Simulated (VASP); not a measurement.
Input of a VASP 6.6.1 run:

INCAR

```
  ALGO = Normal
  EDIFF = 1E-6
  ENCUT = 520
  GGA = PS
  ISIF = 2
  ISMEAR = -1
  LASPH = T
  LCHARG = T
  LELF = T
  LREAL = F
  LVHAR = T
  LWAVE = F
  NBANDS = 13
  NELM = 60
  PREC = Accurate
  SIGMA = 0.1
```

Contents of KPOINTS:

```
k-points
0
Gamma
  11 11 11
```

POSCAR

```
Sn
1.0
   -1.8819358316      1.8819358316      1.8819358316
    1.8819358316     -1.8819358316      1.8819358316
    1.8819358316      1.8819358316     -1.8819358316
Sn
1
Direct
    0.0000000000      0.0000000000      0.0000000000
```

Potentials or basis: VASP PAW PBE potentials, release 64 (Sn_d).

The run is started by

```console
$ cat potpaw_PBE.64/Sn_d/POTCAR > POTCAR
$ mpirun -np 1 vasp_std > vasp.out
```

Problem. Estimate the band gap on the k mesh.

Solution. Zero (band 7 reaches 16.30 eV, above the bottom of band 8 at 5.72 eV).

Problem. Estimate the pressure.

Solution. -0.7 GPa.

Caveat: the PAW data sets were made with another functional, which shifts forces and pressure a little; spin-orbit coupling is left out, which moves the levels of the heavy elements.
